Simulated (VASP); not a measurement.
The system is Te.

```
CELL_PARAMETERS angstrom
4.45400 0.00000 0.00000
-2.22700 3.85728 0.00000
0.00000 0.00000 5.92400
ATOMIC_POSITIONS crystal
Te 0.26900 0.00000 0.33333
Te 0.00000 0.26900 0.66667
Te 0.73100 0.73100 0.00000
```

```yaml
Program: VASP 6.6.1
Task: relaxation of volume and atoms at fixed shape
Functional: LDA
Potentials_or_basis: VASP PAW LDA potentials, release 64 (Te)
Cutoff: 600 eV
k_mesh: 6 × 6 × 4
Occupations: methfessel-paxton, width 0.1 eV
Spin: no spin polarisation
```

At the start: pressure -1.8 GPa; volume 33.93 Å³/atom.

Task: How do energy, volume and symmetry change on relaxing?

Result: Over 9 steps the energy falls by 15.7 meV/atom and the volume is 31.78 Å³/atom (-6.3 %); space group P3_121 (No. 152, to 0.1 Å) before and after.

The path:
```tsv
step	energy change (eV)	largest force (eV/Å)	pressure (GPa)	volume (Å³)
1	0.0000	0.0750	-1.82	101.78
2	-0.0181	0.3572	1.07	96.21
3	-0.0230	0.2657	0.08	97.91
4	-0.0317	0.2119	0.08	97.33
5	-0.0456	0.0681	0.21	95.60
6	-0.0467	0.0388	0.28	95.06
7	-0.0467	0.0292	0.29	94.85
8	-0.0455	0.0412	-0.57	96.23
9	-0.0472	0.0041	-0.01	95.33
```

Final structure:
```cif
data_structure
_symmetry_space_group_name_H-M 'P 1'
_symmetry_Int_Tables_number 1
_cell_length_a 4.3579
_cell_length_b 4.3579
_cell_length_c 5.7962
_cell_angle_alpha 90.000
_cell_angle_beta 90.000
_cell_angle_gamma 120.000
_cell_volume 95.33
loop_
_atom_site_label
_atom_site_type_symbol
_atom_site_fract_x
_atom_site_fract_y
_atom_site_fract_z
_atom_site_occupancy
Te1 Te 0.28493 0.00000 0.33333 1
Te2 Te 0.00000 0.28493 0.66667 1
Te3 Te 0.71507 0.71507 0.00000 1
```
